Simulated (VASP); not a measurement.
Here is a VASP 6.6.1 calculation.

The input INCAR:

```
SYSTEM = MgO
  PREC = Accurate
  ENCUT = 520
  EDIFF = 1E-7
  ISMEAR = -1
  SIGMA = 0.05
  LREAL = .FALSE.
  LASPH = .TRUE.
  NELM = 60
  ALGO = Normal
  ISIF = 2
  LWAVE = .FALSE.
  LCHARG = .FALSE.
  GGA = PE
  NBANDS = 11
```

KPOINTS

```
regular mesh
0
G
  9 9 9
  0 0 0
```

Contents of POSCAR:

```
MgO
1.0
    0.0000000000      2.1595000000      2.1595000000
    2.1595000000      0.0000000000      2.1595000000
    2.1595000000      2.1595000000      0.0000000000
Mg O
1 1
Direct
    0.0000000000      0.0000000000      0.0000000000
    0.5000000000      0.5000000000      0.5000000000
```

Potentials or basis: VASP PAW PBE potentials, release 64 (Mg, O).

The run is started by

```bash
$ cat potpaw_PBE.64/Mg/POTCAR potpaw_PBE.64/O/POTCAR > POTCAR
$ mpirun -np 1 vasp_std > vasp.out
```

Problem. Predict the band gap on the k mesh.

Solution. 4.03 eV, direct.

Problem. Estimate the pressure.

Solution. -6.9 GPa.
